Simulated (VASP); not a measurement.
A run of VASP 6.6.1 is set up as follows.

INCAR

```
  ALGO = Normal
  EDIFF = 1E-7
  EDIFFG = -0.04
  ENCUT = 600
  GGA = PE
  IBRION = 2
  ISIF = 3
  ISMEAR = 0
  LASPH = True
  LCHARG = False
  LREAL = False
  LWAVE = False
  NELM = 60
  NSW = 90
  PREC = Accurate
  SIGMA = 0.1
```

File KPOINTS:

```
k-points
0
Gamma
  6 6 4
```

File POSCAR:

```
Bi
1.0
    2.6485351900      0.0000000000      0.0000000000
    0.0000000000      2.6485351900      0.0000000000
    0.0000000000      0.0000000000      4.8650108800
Bi
1
Direct
    0.0000000000      0.0000000000      0.5000000000
```

Potentials or basis: VASP PAW PBE potentials, release 64 (Bi_d).

Run with:

```console
$ cat potpaw_PBE.64/Bi_d/POTCAR > POTCAR
$ mpirun -np 1 vasp_std > vasp.out
```

(1) What does it give for the relaxed volume?

(2) What does it give for the space group after relaxing (to 0.05 Å)?

Answers

(1) 35.60 Å³/atom.

(2) P4/mmm (No. 123).

Caveat: the k points lie up to 0.45 Å⁻¹ apart in the final cell.
